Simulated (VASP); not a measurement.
**SnO2: single point with r2SCAN+rVV10**

Crystal: SnO2.

```
Sn O
1.0
     4.73800    0.00000    0.00000
     0.00000    4.73800    0.00000
     0.00000    0.00000    3.18650
Sn O
2 4
Direct
  0.50000 0.50000 0.50000
  0.00000 0.00000 0.00000
  0.80710 0.19290 0.50000
  0.69290 0.69290 0.00000
  0.19290 0.80710 0.50000
  0.30710 0.30710 0.00000
```

```json
{
 "Program": "VASP 6.6.1",
 "Task": "single point",
 "Functional": "r2SCAN",
 "Dispersion": "rVV10",
 "Potentials or basis": "VASP PAW PBE potentials, release 64 (Sn_d, O)",
 "Cutoff": "520 eV",
 "k mesh": "6 × 6 × 8",
 "Occupations": "fermi-dirac, width 0.05 eV",
 "Spin": "no spin polarisation",
 "Dipole correction": "no",
 "Further INCAR settings": "ALGO = Normal; EDIFF = 1e-06; NBANDS = 35"
}
```

```json
{
 "Pressure": "3.2 GPa",
 "Largest force": "0.286 eV/Å",
 "Band gap on the k mesh": "1.96 eV"
}
```

Forces in eV/Å, atoms in the order of the input:
```
Sn   0.000  0.000  0.000
Sn   0.000  0.000  0.000
O   -0.202  0.202  0.000
O    0.202  0.202  0.000
O    0.202 -0.202  0.000
O   -0.202 -0.202  0.000
```

Stress tensor (GPa, compression positive):
```
2.51 0.00 0.00
0.00 2.51 0.00
0.00 0.00 4.62
```

Levels at points of the mesh, in eV from the valence-band top:
```
           k point  band 24  band 25  band 26  band 27  band 28  band 29
(0.00, 0.00, 0.00)    -0.79    -0.79     0.00     1.96     6.88     7.10
(0.50, 0.00, 0.00)    -1.16    -0.64    -0.64     5.15     5.15     7.82
(0.50, 0.50, 0.00)    -1.28    -0.93    -0.93     5.57     5.57     8.27
(0.00, 0.00, 0.50)    -1.71    -1.29    -1.29     7.08     7.08    10.58
(0.50, 0.00, 0.50)    -1.14    -0.66    -0.66     7.36     7.36     8.94
(0.50, 0.50, 0.50)    -0.99    -0.87    -0.87     5.74     5.74     9.61
```

Run time: 2.5 min on 1 thread of Intel(R) Xeon(R) 6975P-C (Granite Rapids), on a shared host, peak memory 0.36 GiB.

Caveat: the cell stands under pressure; the PAW data sets were made with another functional, which shifts forces and pressure a little; spin-orbit coupling is left out, which moves the levels of the heavy elements. r2SCAN opens gaps a little over a GGA but as a rule still falls short of measured ones.
